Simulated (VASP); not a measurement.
Here is a VASP 6.6.1 calculation.

INCAR

```
GGA = PE
ISPIN = 2
MAGMOM = 1
LORBIT = 11
LDAU = T
LDAUTYPE = 2
LDAUL = 2
LDAUU = 6
LDAUJ = 0
ISMEAR = 1
SIGMA = 0.05
LWAVE = F
LCHARG = F
ISIF = 2
PREC = Accurate
LASPH = T
LREAL = F
ALGO = Normal
EDIFF = 1E-6
NELM = 200
GGA_COMPAT = F
ENCUT = 710
LMAXMIX = 4
NBANDS = 25
```

Contents of KPOINTS:

```
Automatic mesh
0
Gamma
  30 30 30
  0 0 0
```

File POSCAR:

```
Ni
1.0
    0.0000000000      1.7375729330      1.7549486623
    1.7375729330      0.0000000000      1.7549486623
    1.7375729330      1.7375729330      0.0000000000
Ni
1
Direct
    0.0000000000      0.0000000000      0.0000000000
```

Potentials or basis: VASP PAW PBE potentials, release 64 (Ni).

The run is started by

```console
$ cat potpaw_PBE.64/Ni/POTCAR > POTCAR
$ mpirun -np 1 vasp_std > vasp.out
```

(1) Predict the net moment.

(2) Estimate the pressure.

(3) Predict the site moments.

Results:

(1) 0.78 μB per cell.

(2) -5.0 GPa.

(3) Ni +0.82 μB.

Caveat: the cell differs from its parent crystal (cell strained by +1.0% along z); the cell stands under tension; the U is typed as a test and isn't derived for this compound.
